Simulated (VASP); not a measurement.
Here is a VASP 6.6.1 calculation.

Contents of INCAR:

```
PREC     = Accurate       # precision mode
ENCUT    = 520            # plane-wave cutoff, eV
EDIFF    = 1E-7           # SCF threshold, eV
ISMEAR   = -1             # smearing method
SIGMA    = 0.02           # smearing width, eV
LREAL    = F              # projectors in reciprocal space
LASPH    = T              # aspherical terms in the spheres
NELM     = 100            # most SCF steps
ALGO     = Normal         # electronic algorithm
ISIF     = 2              # what is computed and relaxed
LWAVE    = F              # write WAVECAR
LCHARG   = F              # write CHGCAR
GGA      = PE             # functional
NBANDS   = 21             # bands
```

File KPOINTS:

```
Automatic mesh
0
Gamma
  6 6 4
```

Contents of POSCAR:

```
Al2BiN
1.0
    3.4703255282      0.0000000000      0.0000000000
    0.0000000000      3.4703255282      0.0000000000
    0.0000000000      0.0000000000      6.4158626975
N Al Bi
1 2 1
Direct
    0.0000000000      0.0000000000      0.0000000000
    0.0000000000      0.5000000000      0.8747843276
    0.5000000000      0.0000000000      0.1252156724
    0.5000000000      0.5000000000      0.5000000000
```

Potentials or basis: VASP PAW PBE potentials, release 64 (N, Al, Bi_d).

Command:

```console
$ cat potpaw_PBE.64/N/POTCAR potpaw_PBE.64/Al/POTCAR potpaw_PBE.64/Bi_d/POTCAR > POTCAR
$ mpirun -np 1 vasp_std > vasp.out
```

(1) What does it give for the largest force?

(2) Predict the band gap on the k mesh.

(3) Estimate the pressure.

Answers

(1) 0.004 eV/Å.

(2) zero (band 13 reaches 9.04 eV, above the bottom of band 14 at 5.24 eV).

(3) -0.1 GPa.

Caveat: spin-orbit coupling is left out, which moves the levels of the heavy elements.
